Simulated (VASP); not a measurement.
# WS2 (Cm) in VASP: notebook

Runs on WS2. Level: PBE+D3(BJ). Tasks: single point.

Program: VASP 6.6.1. These are calculated values, not measurements. Logs are shortened: lines on timing, memory, paths and dates and some standing lists are left out, and cuts for length are marked.

### 1 The cell of the first run

The structure is monoclinic, space group Cm (No. 8). The conventional cell has a = 5.463 Å, b = 3.154 Å, c = 12.140 Å, α = 90.00°, β = 90.00°, γ = 90.00°. W (site symmetry m) has 6 S at 2.41 Å and 6 W at 3.15 Å within 3.2 Å. Within 2.6 Å of W (site symmetry m) lie 6 S at 1.98 to 2.41 Å. Within 2.6 Å of S (site symmetry m) lie 3 W at 1.98 to 2.36 Å. Within 3.2 Å of S (site symmetry m) lie 3 W at 2.41 Å and 7 S at 3.15 Å. Within 3.2 Å of S (site symmetry m) lie 3 W at 2.41 Å and 7 S at 2.87 to 3.15 Å. Within 3.2 Å of S (site symmetry m) lie 3 W at 2.41 Å and 7 S at 3.15 Å.

### 2 Single point, PBE+D3(BJ) (atom 3 (S) moved by (+0.300, +0.300) A along y and z)

Contents of INCAR:

```
SYSTEM = WS2
PREC = Accurate
ENCUT = 520
EDIFF = 1E-6
ISMEAR = 0
SIGMA = 0.05
LREAL = .False.
LASPH = .True.
NELM = 80
ALGO = Normal
ISIF = 2
LWAVE = .False.
LCHARG = .False.
GGA = PE
IVDW = 12
NBANDS = 35
```

Contents of KPOINTS:

```
regular mesh
0
Gamma
  12 12 4
  0 0 0
```

Contents of POSCAR:

```
WS2
1.0
    3.1542061832      0.0000000000      0.0000000000
   -1.5771030916      2.7316226834      0.0000000000
    0.0000000000      0.0000000000     12.1399091344
W S
2 4
Direct
    0.3333333333      0.6666666667      0.2500000000
    0.6666666667      0.3333333333      0.7500000000
    0.3882457489      0.7764914978      0.6449993025
    0.6666666667      0.3333333333      0.1202874207
    0.3333333333      0.6666666667      0.8797125793
    0.6666666667      0.3333333333      0.3797125793
```

Potentials or basis: VASP PAW PBE potentials, release 64 (W_sv, S).

Command:

```
$ cat potpaw_PBE.64/W_sv/POTCAR potpaw_PBE.64/S/POTCAR > POTCAR
$ mpirun -np 1 vasp_std > vasp.out
```

OUTCAR:

```text
SYSTEM = WS2
   PREC = Accurate
   ENCUT = 520
   EDIFF = 1E-6
   ISMEAR = 0
   LREAL = .False.
   LASPH = .True.
   NELM = 80
   ISIF = 2
   GGA = PE
   IVDW = 12
 IVDW          = 12

 ion  position               nearest neighbor table
   1  0.333  0.667  0.250-   4 2.41   6 2.41   4 2.41   6 2.41   4 2.41   6 2.41
   2  0.667  0.333  0.750-   3 1.98   3 2.36   3 2.36   5 2.41   5 2.41   5 2.41
   3  0.388  0.776  0.645-   2 1.98   2 2.36   2 2.36
   4  0.667  0.333  0.120-   1 2.41   1 2.41   1 2.41
   5  0.333  0.667  0.880-   2 2.41   2 2.41   2 2.41
   6  0.667  0.333  0.380-   1 2.41   1 2.41   1 2.41

  LATTYP: Found a hexagonal cell.
 ALAT       =     3.1542061832
 C/A-ratio  =     3.8488001194

  Lattice vectors:

 A1 = (   3.1542061832,   0.0000000000,   0.0000000000)
 A2 = (  -1.5771030916,   2.7316226834,   0.0000000000)
 A3 = (   0.0000000000,   0.0000000000,  12.1399091344)

Analysis of symmetry for initial positions (statically):
=====================================================================
 Subroutine PRICEL returns:
 Original cell was already a primitive cell.

 Routine SETGRP: Setting up the symmetry group for a
 hexagonal supercell.

 Subroutine GETGRP returns: Found  2 space group operations
 (whereof  2 operations were pure point group operations)
 out of a pool of 24 trial point group operations.

The static configuration has the point symmetry C_1h.

Analysis of symmetry for dynamics (positions and initial velocities):
=====================================================================
 Subroutine PRICEL returns:
 Original cell was already a primitive cell.

 Routine SETGRP: Setting up the symmetry group for a
 hexagonal supercell.

 Subroutine GETGRP returns: Found  2 space group operations
 (whereof  2 operations were pure point group operations)
 out of a pool of 24 trial point group operations.

The dynamic configuration has the point symmetry C_1h.

 Subroutine INISYM returns: Found  2 space group operations
 (whereof  2 operations are pure point group operations),
 and found     1 'primitive' translations

----------------------------------------------------------------------------------------

                                     Primitive cell

  volume of cell :     104.5987

  direct lattice vectors                    reciprocal lattice vectors
     3.154206183  0.000000000  0.000000000     0.317036979  0.183041385  0.000000000
    -1.577103092  2.731622683  0.000000000     0.000000000  0.366082771  0.000000000
     0.000000000  0.000000000 12.139909134     0.000000000  0.000000000  0.082372939

  length of vectors
     3.154206183  3.154206183 12.139909134     0.366082771  0.366082771  0.082372939

  position of ions in fractional coordinates (direct lattice)
     0.333333333  0.666666667  0.250000000
     0.666666667  0.333333333  0.750000000
     0.388245749  0.776491498  0.644999302
     0.666666667  0.333333333  0.120287421
     0.333333333  0.666666667  0.879712579
     0.666666667  0.333333333  0.379712579

  ion indices of the primitive-cell ions
   primitive index   ion index
                 1           1
                 2           2
                 3           3
                 4           4
                 5           5
                 6           6

----------------------------------------------------------------------------------------

 KPOINTS: regular mesh

Automatic generation of k-mesh.
 Grid dimensions read from file:
 generate k-points for:   12   12    4

 Generating k-lattice:

  Cartesian coordinates                     Fractional coordinates (reciprocal lattice)
     0.026419748  0.015253449  0.000000000     0.083333333  0.000000000  0.000000000
     0.000000000  0.030506898  0.000000000     0.000000000  0.083333333  0.000000000
     0.000000000  0.000000000  0.020593235     0.000000000  0.000000000  0.250000000

  Length of vectors
     0.030506898  0.030506898  0.020593235

  Shift w.r.t. Gamma in fractional coordinates (k-lattice)
     0.000000000  0.000000000  0.000000000

 Subroutine IBZKPT returns following result:
 ===========================================

 Found    164 irreducible k-points:

 Following reciprocal coordinates:
            Coordinates               Weight
  0.000000  0.000000  0.000000      1.000000
  0.083333 -0.000000  0.000000      4.000000
  0.000000  0.083333  0.000000      2.000000
  0.166667 -0.000000  0.000000      4.000000
  0.000000  0.166667  0.000000      2.000000
  0.250000  0.000000  0.000000      4.000000
[... 16 lines left out ...]
 -0.083333  0.416667  0.000000      4.000000
 -0.416667  0.333333  0.000000      4.000000
 [... further k-points ...]
   k-points           NKPTS =    164   k-points in BZ     NKDIM =    164   number of bands    NBANDS=     35
   number of dos      NEDOS =    301   number of ions     NIONS =      6
   total plane-waves  NPLWV =  51840
   dimension x,y,z NGX =    24 NGY =   24 NGZ =   90
   dimension x,y,z NGXF=    48 NGYF=   48 NGZF=  180
   ions per type =               2   4
   NGX,Y,Z   is equivalent  to a cutoff of  12.65, 12.65, 12.32 a.u.
   NGXF,Y,Z  is equivalent  to a cutoff of  25.30, 25.30, 24.65 a.u.
 SYSTEM =  WS2
   PREC   = accura    normal or accurate (medium, high low for compatibility)
   ISTART =      0    job   : 0-new  1-cont  2-samecut
   ICHARG =      2    charge: 1-file 2-atom 10-const
   ISPIN  =      1    spin polarized calculation?
   LNONCOLLINEAR =      F non collinear calculations
   LSORBIT =      F    spin-orbit coupling
   LASPH  =      T    aspherical Exc in radial PAW
   ENCUT  =  520.0 eV  38.22 Ry    6.18 a.u.   5.86  5.86 22.57*2*pi/ulx,y,z
   NELM   =     80;   NELMIN=  2; NELMDL= -5     # of ELM steps
   EDIFF  = 0.1E-05   stopping-criterion for ELM
   LREAL  =      F    real-space projection
   EDIFFG = 0.1E-04   stopping-criterion for IOM
   NSW    =      0    number of steps for IOM
   IBRION =     -1    ionic relax: 0-MD 1-quasi-New 2-CG
   NFREE  =      0    steps in history (QN), initial steepest desc. (CG)
   ISIF   =      2    stress and relaxation
   ISYM   =      2    0-nonsym 1-usesym 2-fastsym
   POTIM  = 0.5000    time-step for ionic-motion
   TEBEG  =    0.0;   TEEND  =   0.0 temperature during run
   PSTRESS=    0.0 pullay stress
   NELECT =      52.0000    total number of electrons
   NUPDOWN=      -1.0000    fix difference up-down
   EMIN   =  10.00;   EMAX   =-10.00  energy-range for DOS
   EFERMI =   0.00;   METHOD = LEGACY
   ISMEAR =     0;   SIGMA  =   0.05  broadening in eV -4-tet -1-fermi 0-gaus
   EFERMI_NEDOS =   21; number of points for ismear=-14 and -15
   IALGO  =     38    algorithm
   IMIX   =      4    mixing-type and parameters
     AMIX     =   0.40;   BMIX     =  1.00
     AMIX_MAG =   1.60;   BMIX_MAG =  1.00
  volume/ion in A,a.u.               =      17.43       117.64
  Fermi-wavevector in a.u.,A,eV,Ry     =   1.296882  2.450752 22.883686  1.681903
  Thomas-Fermi vector in A             =   2.428310
   LORBIT       =      0    0 simple, 1 ext, 2 COOP (PROOUT), +10 PAW based schemes
   GGA     = PE    functional components
   LHFCALC =     F    Hartree Fock is set to
   AEXX    =    0.0000 exact exchange contribution
   IVDW    =    12    specifies the selected vdW correction
   LEPSILON=     F    determine dielectric tensor
   LRPA    =     F    only Hartree local field effects (RPA)
 non-spin polarized calculation
 Gauss-broadening in eV      SIGMA  =   0.05
  energy-cutoff  :      520.00
  volume of cell :      104.60
 maximum number of plane-waves:      2841
   NGX = 11   NGY = 11   NGZ = 45

 number of electron      51.9999998 magnetization

 Free energy of the ion-electron system (eV)
  ---------------------------------------------------
  ext. energy  EPLUGINS =         0.00000000
  ---------------------------------------------------
  free energy    TOTEN  =       -45.06205982 eV

  energy without entropy =      -45.06161469  energy(sigma->0) =      -45.06183725

 E-fermi :   8.2053     XC(G=0): -10.9720

 val. band max:        8.0592709673   @ k =  -0.0833   0.0000   0.2500
 cond. band min:       8.2074277156   @ k =   0.3333   0.3333   0.5000
 fundamental gap:      0.1481567483
 Fermi energy:         8.2053221945

 k-point     1 :       0.0000    0.0000    0.0000
  band No.  band energies     occupation
      1     -66.8962      2.00000
      2     -66.8255      2.00000
      3     -31.3564      2.00000
      4     -31.1546      2.00000
      5     -31.0823      2.00000
      6     -30.9811      2.00000
[... 27 lines left out ...]
     34      11.1232      0.00000
     35      12.6099      0.00000

 k-point     2 :       0.0833   -0.0000    0.0000
  band No.  band energies     occupation
      1     -66.8949      2.00000
      2     -66.8242      2.00000
      3     -31.3586      2.00000
      4     -31.1501      2.00000
      5     -31.0886      2.00000
      6     -31.0020      2.00000
[... 27 lines left out ...]
     34      11.1119      0.00000
     35      13.1434      0.00000

 k-point     3 :       0.0000    0.0833    0.0000
  band No.  band energies     occupation
      1     -66.8949      2.00000
      2     -66.8241      2.00000
      3     -31.3656      2.00000
      4     -31.1501      2.00000
      5     -31.0975      2.00000
      6     -31.0001      2.00000
[... 27 lines left out ...]
     34      11.0298      0.00000
     35      13.1097      0.00000
[... 723 lines left out ...]
 k-point    23 :      -0.0833    0.4167    0.0000
  band No.  band energies     occupation
      1     -66.8796      2.00000
      2     -66.8068      2.00000
      3     -31.5941      2.00000
      4     -31.2826      2.00000
      5     -31.1379      2.00000
      6     -31.0954      2.00000
[... 27 lines left out ...]
     34      12.4717      0.00000
     35      13.2839      0.00000

 k-point    24 :      -0.4167    0.3333    0.0000
  band No.  band energies     occupation
      1     -66.8796      2.00000
      2     -66.8076      2.00000
      3     -31.4554      2.00000
      4     -31.2821      2.00000
      5     -31.2425      2.00000
      6     -31.0954      2.00000
[... 27 lines left out ...]
     34      12.3249      0.00000
     35      13.3158      0.00000

 [... further k-points ...]

------------------------ aborting loop because EDIFF is reached ----------------------------------------

 Edisp (eV)   -2.60927

 E8    (eV) :    -1.0964

  FORCE on cell =-STRESS in cart. coord.  units (eV):
  Direction    XX          YY          ZZ          XY          YZ          ZX
  --------------------------------------------------------------------------------------
  -------------------------------------------------------------------------------------
  Total       2.61717    11.90987    13.33392     0.00000    10.33611     0.00000
  in kB      40.08812   182.42802   204.24073     0.00000   158.32204     0.00000
  external pressure =      142.25 kB  Pullay stress =        0.00 kB

 VOLUME and BASIS-vectors are now :
 -----------------------------------------------------------------------------
  energy-cutoff  :      520.00
  volume of cell :      104.60
      direct lattice vectors                 reciprocal lattice vectors
     3.154206183  0.000000000  0.000000000     0.317036979  0.183041385  0.000000000
    -1.577103092  2.731622683  0.000000000     0.000000000  0.366082771  0.000000000
     0.000000000  0.000000000 12.139909134     0.000000000  0.000000000  0.082372939

 POSITION                                       TOTAL-FORCE (eV/Angst)
 -----------------------------------------------------------------------------------
     -0.00000      1.82108      3.03498        -0.000000      0.009747      0.013266
      1.57710      0.91054      9.10493        -0.000000      7.874854      8.922758
     -0.00000      2.12108      7.83023        -0.000000     -8.025245     -9.899483
      1.57710      0.91054      1.46028        -0.000000     -0.004155     -0.002307
     -0.00000      1.82108     10.67963         0.000000      0.133231      0.856859
      1.57710      0.91054      4.60968        -0.000000      0.011567      0.108907
 -----------------------------------------------------------------------------------
    total drift:                                0.000000      0.000053      0.000052

  FREE ENERGIE OF THE ION-ELECTRON SYSTEM (eV)
  ---------------------------------------------------
  free  energy   TOTEN  =       -47.6713278676 eV

  energy  without entropy=      -47.6708827385  energy(sigma->0) =      -47.67110530
```

Wall time 4.6 min (1 thread of AMD EPYC 9R45 (Zen 5), shared host); peak memory 0.53 GiB.

Results:

```yaml
Free_energy: -47.6713 eV
Pressure: 14.2 GPa
Largest_force: 12.744 eV/Å
Band_gap_on_the_k_mesh: zero (bands 26 and 27 overlap by 0.07 eV)
Dispersion_energy_per_atom: -0.435 eV
```

Forces on the atoms (eV/Å):
```
W    0.000  0.010  0.013
W    0.000  7.875  8.923
S    0.000 -8.025 -9.899
S    0.000 -0.004 -0.002
S    0.000  0.133  0.857
S    0.000  0.012  0.109
```

Stress tensor (GPa, compression positive):
```
 4.01  0.00  0.00
 0.00 18.24 15.83
 0.00 15.83 20.42
```

Levels at points of the mesh, in eV from the Fermi level:
| k point | band 23 | band 24 | band 25 | band 26 | band 27 | band 28 | band 29 | band 30 |
| --- | --- | --- | --- | --- | --- | --- | --- | --- |
| (0.00, 0.00, 0.00) | -2.54 | -2.18 | -1.23 | 0.08 | 0.68 | 1.34 | 1.82 | 1.82 |
| (0.50, 0.00, 0.00) | -2.90 | -2.34 | -2.11 | -1.31 | 1.40 | 1.86 | 1.96 | 2.27 |
| (0.00, 0.50, 0.00) | -2.78 | -2.74 | -2.33 | -2.09 | 1.10 | 1.69 | 1.86 | 2.27 |
| (0.00, 0.00, 0.50) | -2.69 | -2.54 | -0.90 | 0.04 | 0.68 | 1.34 | 1.82 | 1.83 |
| (0.50, 0.00, 0.50) | -2.90 | -2.34 | -2.11 | -1.32 | 1.39 | 1.86 | 2.01 | 2.29 |
| (0.00, 0.50, 0.50) | -2.76 | -2.68 | -2.34 | -2.08 | 1.10 | 1.70 | 1.86 | 2.29 |

Caveat: the cell differs from its parent crystal (atom 3 (S) moved by (+0.300, +0.300) A along y and z); the cell stands under pressure; spin-orbit coupling is left out, which moves the levels of the heavy elements; forces of over 1 eV/Å act on the atoms, so gaps and moduli don't describe the material at rest.

### 3 Single point, PBE+D3(BJ) (atom 3 (S) moved by (+0.300, -0.150) A along y and z)

Contents of INCAR:

```
SYSTEM = WS2
PREC = Accurate
ENCUT = 520
EDIFF = 1E-6
ISMEAR = 0
SIGMA = 0.05
LREAL = .False.
LASPH = .True.
NELM = 100
ALGO = Normal
ISIF = 2
LWAVE = .False.
LCHARG = .True.
GGA = PE
IVDW = 12
LELF = .True.
LVHAR = .True.
NBANDS = 35
```

Contents of KPOINTS:

```
Automatic mesh
0
Gamma
  12 12 4
  0 0 0
```

POSCAR, as its differences from that of step 2:

```diff
@@ -10,3 +10,3 @@
     0.6666666667      0.3333333333      0.7500000000
-    0.3882457489      0.7764914978      0.6449993025
+    0.3882457489      0.7764914978      0.6079314798
     0.6666666667      0.3333333333      0.1202874207
```

Potentials or basis: VASP PAW PBE potentials, release 64 (W_sv, S).

Command:

```
$ cat potpaw_PBE.64/W_sv/POTCAR potpaw_PBE.64/S/POTCAR > POTCAR
$ mpirun -np 1 vasp_std > vasp.out
```

Run time: 5.7 min. Hardware: 1 thread of Intel Xeon Platinum 8488C (Sapphire Rapids), shared host; peak memory 0.56 GiB.

The run converged. Its results:

```yaml
Free_energy: -49.2589 eV
Pressure: -2.1 GPa
Largest_force: 2.807 eV/Å
Band_gap_on_the_k_mesh: 0.77 eV (least direct gap 1.41 eV)
Dispersion_energy_per_atom: -0.435 eV
```

Forces on the atoms (eV/Å):
```
W    0.000  0.028 -0.003
W    0.000  2.348 -1.101
S    0.000 -2.432  1.402
S    0.000 -0.010 -0.006
S    0.000  0.025 -0.214
S    0.000  0.041 -0.079
```

Stress tensor (GPa, compression positive):
```
-1.79  0.00  0.00
 0.00 -0.94  5.98
 0.00  5.98 -3.61
```

Levels at points of the mesh, in eV from the valence-band top:
| k point | band 23 | band 24 | band 25 | band 26 | band 27 | band 28 | band 29 | band 30 |
| --- | --- | --- | --- | --- | --- | --- | --- | --- |
| (0.00, 0.00, 0.00) | -1.30 | -1.17 | -1.13 | 0.00 | 1.41 | 1.80 | 2.29 | 2.29 |
| (0.50, 0.00, 0.00) | -2.03 | -1.86 | -1.64 | -0.90 | 2.32 | 2.34 | 2.41 | 2.67 |
| (0.00, 0.50, 0.00) | -1.93 | -1.78 | -1.51 | -1.39 | 2.33 | 2.40 | 2.57 | 2.91 |
| (0.00, 0.00, 0.50) | -2.11 | -1.13 | -0.33 | -0.22 | 1.41 | 1.82 | 2.29 | 2.30 |
| (0.50, 0.00, 0.50) | -1.98 | -1.88 | -1.64 | -0.91 | 2.32 | 2.37 | 2.55 | 2.73 |
| (0.00, 0.50, 0.50) | -1.89 | -1.64 | -1.58 | -1.43 | 2.33 | 2.40 | 2.76 | 2.78 |

Caveat: the cell differs from its parent crystal (atom 3 (S) moved by (+0.300, -0.150) A along y and z); spin-orbit coupling is left out, which moves the levels of the heavy elements; forces of over 1 eV/Å act on the atoms, so gaps and moduli don't describe the material at rest.
